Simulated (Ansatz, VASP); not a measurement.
## O in VASP and in Ansatz

```
O
1.0
     9.00000    0.00000    0.00000
     0.00000    9.50000    0.00000
     0.00000    0.00000   10.00000
O
2
Direct
  0.50000 0.50000 0.44001
  0.50000 0.50000 0.55999
```

Alike in both runs: functional LDA; k mesh 1 × 1 × 1; occupations gaussian, width 0.05 eV; collinear spin.

Ansatz relaxed the structure, and its values are those at the end. VASP's run is a single point on that final structure, the one shown.

```csv
,VASP,Ansatz
version,VASP 6.6.1,Ansatz 0.2.0
potentials or method,"VASP PAW LDA potentials, release 64 (O), cutoff 520 eV","plane waves, PAW"
valence electrons in the cell,12,12
```

VASP gave:

| Quantity | Value |
| --- | --- |
| rms of the force components (eV/Å) | 1.031 |
| net moment per atom (μB) | 1.00 |
| size of the moment on the site where the two differ most (μB) | 0.80 |

Task: What did Ansatz give for the same quantities?

Result: rms of the force components (eV/Å): 0.001; net moment per atom (μB): 1.00; size of the moment on the site where the two differ most (μB): 0.55.

LDA's correlation is that of Perdew and Zunger in VASP and of Perdew and Wang (1992) in Ansatz. Site moments also hang on the region over which each program counts them. One of these differences is far larger than is usual between the two programs; its cause wasn't traced. Ansatz's warnings: end state compared, stress scf threshold loose.

Noted on VASP's run: the standard files for N, O and F lose accuracy on very short bonds.
